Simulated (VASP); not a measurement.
# Te2Mo (P6_3/mmc) in VASP: further runs

The runs below take Te2Mo through single point, with b88 exchange, pbe correlation, BHLYP, r2SCAN.

Everything below comes from runs of VASP 6.6.1. Logs are shortened: lines on timing, memory, paths and dates and some standing lists are left out, and cuts for length are marked.

## Step 1: The cell of the first run

It takes space group P6_3/mmc (No. 194, hexagonal). Conventional cell: a = 3.518 Å, b = 3.518 Å, c = 13.974 Å, α = 90.00°, β = 90.00°, γ = 120.00°. Within 3.7 Å of Te (site symmetry 3m) lie 3 Mo at 2.72 Å and 7 Te at 3.52 to 3.61 Å. Within 3.6 Å of Mo (site symmetry -6m2) lie 6 Te at 2.72 Å and 6 Mo at 3.52 Å.

## Step 2: Single point, b88 exchange, pbe correlation

The input, INCAR:

```
SYSTEM = Te2Mo
PREC = Accurate
ENCUT = 500
EDIFF = 1E-6
ISMEAR = -1
SIGMA = 0.05
LREAL = .FALSE.
LASPH = .TRUE.
NELM = 120
ALGO = Normal
ISIF = 2
LWAVE = .FALSE.
LCHARG = .FALSE.
GGA = LIBXC
LIBXC1 = GGA_X_B88
LIBXC2 = GGA_C_PBE
NBANDS = 35
GGA_COMPAT = .FALSE.
```

The input, KPOINTS:

```
Automatic mesh
0
G
  9 9 2
  0 0 0
```

The input, POSCAR:

```
Te2Mo
1.0
    3.5182000000      0.0000000000      0.0000000000
   -1.7591000000      3.0468505756      0.0000000000
    0.0000000000      0.0000000000     13.9736000000
Te Mo
4 2
Direct
    0.6666666667      0.3333333333      0.3790000000
    0.3333333333      0.6666666667      0.8790000000
    0.6666666667      0.3333333333      0.1210000000
    0.3333333333      0.6666666667      0.6210000000
    0.6666666667      0.3333333333      0.7500000000
    0.3333333333      0.6666666667      0.2500000000
```

Potentials or basis: VASP PAW PBE potentials, release 64 (Te, Mo_sv).

Started as:

```bash
> cat potpaw_PBE.64/Te/POTCAR potpaw_PBE.64/Mo_sv/POTCAR > POTCAR
> mpirun -np 1 vasp_std > vasp.out
```

OUTCAR:

```text
SYSTEM = Te2Mo
   PREC = Accurate
   ENCUT = 500
   EDIFF = 1E-6
   ISMEAR = -1
   LREAL = .FALSE.
   LASPH = .TRUE.
   NELM = 120
   ISIF = 2
   GGA = LIBXC

 ion  position               nearest neighbor table
   1  0.667  0.333  0.379-   6 2.72   6 2.72   6 2.72   3 3.61
   2  0.333  0.667  0.879-   5 2.72   5 2.72   5 2.72   4 3.61
   3  0.667  0.333  0.121-   6 2.72   6 2.72   6 2.72   1 3.61
   4  0.333  0.667  0.621-   5 2.72   5 2.72   5 2.72   2 3.61
   5  0.667  0.333  0.750-   2 2.72   4 2.72   2 2.72   4 2.72   2 2.72   4 2.72
   6  0.333  0.667  0.250-   1 2.72   3 2.72   1 2.72   3 2.72   1 2.72   3 2.72

  LATTYP: Found a hexagonal cell.
 ALAT       =     3.5182000000
 C/A-ratio  =     3.9718037633

  Lattice vectors:

 A1 = (   3.5182000000,   0.0000000000,   0.0000000000)
 A2 = (  -1.7591000000,   3.0468505756,   0.0000000000)
 A3 = (   0.0000000000,   0.0000000000,  13.9736000000)

Analysis of symmetry for initial positions (statically):
=====================================================================
 Subroutine PRICEL returns:
 Original cell was already a primitive cell.

 Routine SETGRP: Setting up the symmetry group for a
 hexagonal supercell.

 Subroutine GETGRP returns: Found 24 space group operations
 (whereof 12 operations were pure point group operations)
 out of a pool of 24 trial point group operations.

The static configuration has the point symmetry D_3d.
 The point group associated with its full space group is D_6h.

Analysis of symmetry for dynamics (positions and initial velocities):
=====================================================================
 Subroutine PRICEL returns:
 Original cell was already a primitive cell.

 Routine SETGRP: Setting up the symmetry group for a
 hexagonal supercell.

 Subroutine GETGRP returns: Found 24 space group operations
 (whereof 12 operations were pure point group operations)
 out of a pool of 24 trial point group operations.

The dynamic configuration has the point symmetry D_3d.
 The point group associated with its full space group is D_6h.

 Subroutine INISYM returns: Found 24 space group operations
 (whereof 12 operations are pure point group operations),
 and found     1 'primitive' translations

----------------------------------------------------------------------------------------

                                     Primitive cell

  volume of cell :     149.7890

  direct lattice vectors                    reciprocal lattice vectors
     3.518200000  0.000000000  0.000000000     0.284236257  0.164103880  0.000000000
    -1.759100000  3.046850576  0.000000000     0.000000000  0.328207759  0.000000000
     0.000000000  0.000000000 13.973600000     0.000000000  0.000000000  0.071563520

  length of vectors
     3.518200000  3.518200000 13.973600000     0.328207759  0.328207759  0.071563520

  position of ions in fractional coordinates (direct lattice)
     0.666666667  0.333333333  0.379000000
     0.333333333  0.666666667  0.879000000
     0.666666667  0.333333333  0.121000000
     0.333333333  0.666666667  0.621000000
     0.666666667  0.333333333  0.750000000
     0.333333333  0.666666667  0.250000000

  ion indices of the primitive-cell ions
   primitive index   ion index
                 1           1
                 2           2
                 3           3
                 4           4
                 5           5
                 6           6

----------------------------------------------------------------------------------------

 KPOINTS: Automatic mesh

Automatic generation of k-mesh.
 Grid dimensions read from file:
 generate k-points for:    9    9    2

 Generating k-lattice:

  Cartesian coordinates                     Fractional coordinates (reciprocal lattice)
     0.031581806  0.018233764  0.000000000     0.111111111  0.000000000  0.000000000
     0.000000000  0.036467529  0.000000000     0.000000000  0.111111111  0.000000000
     0.000000000  0.000000000  0.035781760     0.000000000  0.000000000  0.500000000

  Length of vectors
     0.036467529  0.036467529  0.035781760

  Shift w.r.t. Gamma in fractional coordinates (k-lattice)
     0.000000000  0.000000000  0.000000000

 Subroutine IBZKPT returns following result:
 ===========================================

 Found     24 irreducible k-points:

 Following reciprocal coordinates:
            Coordinates               Weight
  0.000000  0.000000  0.000000      1.000000
  0.111111  0.000000  0.000000      6.000000
  0.222222 -0.000000  0.000000      6.000000
  0.333333  0.000000  0.000000      6.000000
  0.444444 -0.000000  0.000000      6.000000
  0.111111  0.111111  0.000000      6.000000
[... 16 lines left out ...]
  0.333333  0.222222  0.500000     12.000000
  0.333333  0.333333  0.500000      2.000000
   k-points           NKPTS =     24   k-points in BZ     NKDIM =     24   number of bands    NBANDS=     35
   number of dos      NEDOS =    301   number of ions     NIONS =      6
   total plane-waves  NPLWV =  84672
   dimension x,y,z NGX =    28 NGY =   28 NGZ =  108
   dimension x,y,z NGXF=    56 NGYF=   56 NGZF=  216
   ions per type =               4   2
   NGX,Y,Z   is equivalent  to a cutoff of  13.23, 13.23, 12.85 a.u.
   NGXF,Y,Z  is equivalent  to a cutoff of  26.46, 26.46, 25.70 a.u.
 SYSTEM =  Te2Mo
   PREC   = accura    normal or accurate (medium, high low for compatibility)
   ISTART =      0    job   : 0-new  1-cont  2-samecut
   ICHARG =      2    charge: 1-file 2-atom 10-const
   ISPIN  =      1    spin polarized calculation?
   LNONCOLLINEAR =      F non collinear calculations
   LSORBIT =      F    spin-orbit coupling
   LASPH  =      T    aspherical Exc in radial PAW
   ENCUT  =  500.0 eV  36.75 Ry    6.06 a.u.   6.41  6.41 25.48*2*pi/ulx,y,z
   NELM   =    120;   NELMIN=  2; NELMDL= -5     # of ELM steps
   EDIFF  = 0.1E-05   stopping-criterion for ELM
   LREAL  =      F    real-space projection
   EDIFFG = 0.1E-04   stopping-criterion for IOM
   NSW    =      0    number of steps for IOM
   IBRION =     -1    ionic relax: 0-MD 1-quasi-New 2-CG
   NFREE  =      0    steps in history (QN), initial steepest desc. (CG)
   ISIF   =      2    stress and relaxation
   ISYM   =      2    0-nonsym 1-usesym 2-fastsym
   POTIM  = 0.5000    time-step for ionic-motion
   TEBEG  =    0.0;   TEEND  =   0.0 temperature during run
   PSTRESS=    0.0 pullay stress
   NELECT =      52.0000    total number of electrons
   NUPDOWN=      -1.0000    fix difference up-down
   EMIN   =  10.00;   EMAX   =-10.00  energy-range for DOS
   EFERMI =   0.00;   METHOD = LEGACY
   ISMEAR =    -1;   SIGMA  =   0.05  broadening in eV -4-tet -1-fermi 0-gaus
   EFERMI_NEDOS =   21; number of points for ismear=-14 and -15
   IALGO  =     38    algorithm
   IMIX   =      4    mixing-type and parameters
     AMIX     =   0.40;   BMIX     =  1.00
     AMIX_MAG =   1.60;   BMIX_MAG =  1.00
  volume/ion in A,a.u.               =      24.96       168.47
  Fermi-wavevector in a.u.,A,eV,Ry     =   1.150578  2.174277 18.011787  1.323829
  Thomas-Fermi vector in A             =   2.287241
   LORBIT       =      0    0 simple, 1 ext, 2 COOP (PROOUT), +10 PAW based schemes
   GGA     = LIBXC    functional components
   LHFCALC =     F    Hartree Fock is set to
   AEXX    =    0.0000 exact exchange contribution
   IVDW    =     0    specifies the selected vdW correction
   LEPSILON=     F    determine dielectric tensor
   LRPA    =     F    only Hartree local field effects (RPA)
 non-spin polarized calculation
  energy-cutoff  :      500.00
  volume of cell :      149.79
 maximum number of plane-waves:      3839
 NGX is ok and might be reduce to    28
   NGX = 13   NGY = 13   NGZ = 51

 number of electron      51.9999997 magnetization

 Free energy of the ion-electron system (eV)
  ---------------------------------------------------
  ext. energy  EPLUGINS =         0.00000000
  ---------------------------------------------------
  free energy    TOTEN  =       -35.18486515 eV

  energy without entropy =      -35.18483864  energy(sigma->0) =      -35.18485190

 E-fermi :   8.4714     XC(G=0): -10.4605

 val. band max:        8.1045154610   @ k =   0.0000   0.0000   0.0000
 cond. band min:       8.8834517532   @ k =   0.2222   0.2222   0.0000
 fundamental gap:      0.7789362922
 Fermi energy:         8.4714141271

 k-point     1 :       0.0000    0.0000    0.0000
  band No.  band energies     occupation
      1     -52.7280      2.00000
      2     -52.7280      2.00000
      3     -26.8922      2.00000
      4     -26.8922      2.00000
      5     -26.7689      2.00000
      6     -26.7689      2.00000
[... 27 lines left out ...]
     34      11.4767      0.00000
     35      13.8144      0.00000

 k-point     2 :       0.1111    0.0000    0.0000
  band No.  band energies     occupation
      1     -52.7269      2.00000
      2     -52.7269      2.00000
      3     -26.8888      2.00000
      4     -26.8888      2.00000
      5     -26.7843      2.00000
      6     -26.7843      2.00000
[... 27 lines left out ...]
     34      11.3197      0.00000
     35      14.4263      0.00000

 k-point     3 :       0.2222   -0.0000    0.0000
  band No.  band energies     occupation
      1     -52.7240      2.00000
      2     -52.7240      2.00000
      3     -26.8802      2.00000
      4     -26.8802      2.00000
      5     -26.8229      2.00000
      6     -26.8229      2.00000
[... 27 lines left out ...]
     34      11.6417      0.00000
     35      14.3981      0.00000
[... 723 lines left out ...]
 k-point    23 :       0.3333    0.2222    0.5000
  band No.  band energies     occupation
      1     -52.7176      2.00000
      2     -52.7176      2.00000
      3     -26.8795      2.00000
      4     -26.8795      2.00000
      5     -26.8612      2.00000
      6     -26.8612      2.00000
[... 27 lines left out ...]
     34      11.6816      0.00000
     35      13.1277      0.00000

 k-point    24 :       0.3333    0.3333    0.5000
  band No.  band energies     occupation
      1     -52.7170      2.00000
      2     -52.7170      2.00000
      3     -26.8675      2.00000
      4     -26.8675      2.00000
      5     -26.8595      2.00000
      6     -26.8595      2.00000
[... 27 lines left out ...]
     34      11.7231      0.00000
     35      13.0826      0.00000

------------------------ aborting loop because EDIFF is reached ----------------------------------------

  FORCE on cell =-STRESS in cart. coord.  units (eV):
  Direction    XX          YY          ZZ          XY          YZ          ZX
  --------------------------------------------------------------------------------------
  -------------------------------------------------------------------------------------
  Total        2.5459238      2.5459238      3.0272095      0.0000000      0.0000000      0.0000000
  in kB       27.2317779     27.2317779     32.3797188      0.0000000      0.0000000      0.0000000
  external PRESSURE =      28.9477582 kB  Pullay stress =       0.0000000 kB

 VOLUME and BASIS-vectors are now :
 -----------------------------------------------------------------------------
  energy-cutoff  :      500.00
  volume of cell :      149.79
      direct lattice vectors                 reciprocal lattice vectors
     3.518200000  0.000000000  0.000000000     0.284236257  0.164103880  0.000000000
    -1.759100000  3.046850576  0.000000000     0.000000000  0.328207759  0.000000000
     0.000000000  0.000000000 13.973600000     0.000000000  0.000000000  0.071563520

 POSITION                                       TOTAL-FORCE (eV/Angst)
 -----------------------------------------------------------------------------------
      1.75910      1.01562      5.29599        -0.000000     -0.000000      0.171525
     -0.00000      2.03123     12.28279         0.000000      0.000000      0.171525
      1.75910      1.01562      1.69081        -0.000000      0.000000     -0.171525
     -0.00000      2.03123      8.67761         0.000000     -0.000000     -0.171525
      1.75910      1.01562     10.48020        -0.000000     -0.000000      0.000000
     -0.00000      2.03123      3.49340         0.000000     -0.000000      0.000000
 -----------------------------------------------------------------------------------
    total drift:                               -0.000000      0.000000     -0.000000

  FREE ENERGIE OF THE ION-ELECTRON SYSTEM (eV)
  ---------------------------------------------------
  free  energy   TOTEN  =       -35.1848651531 eV

  energy  without entropy=      -35.1848386422  energy(sigma->0) =      -35.18485190
```

Wall time 4.9 min (1 thread of AMD EPYC 7R43 (Zen 3), shared host); peak memory 0.29 GiB.

Results:

```
Free energy            : -35.1849 eV
Pressure               : 2.9 GPa
Largest force          : 0.172 eV/Å
Band gap on the k mesh : 0.78 eV (least direct gap 1.04 eV)
```

Forces on the atoms (eV/Å):
```
Te   0.000  0.000  0.172
Te   0.000  0.000  0.172
Te   0.000  0.000 -0.172
Te   0.000  0.000 -0.172
Mo   0.000  0.000  0.000
Mo   0.000  0.000  0.000
```

Caveat: semilocal functionals underestimate gaps, and a narrow one can read as zero; the PAW data sets were made with another functional, which shifts forces and pressure a little; spin-orbit coupling is left out, which moves the levels of the heavy elements.

(Continued in part 2 of 2.)

The gap in the log of VASP goes by the Fermi energy; the results here count the filled bands.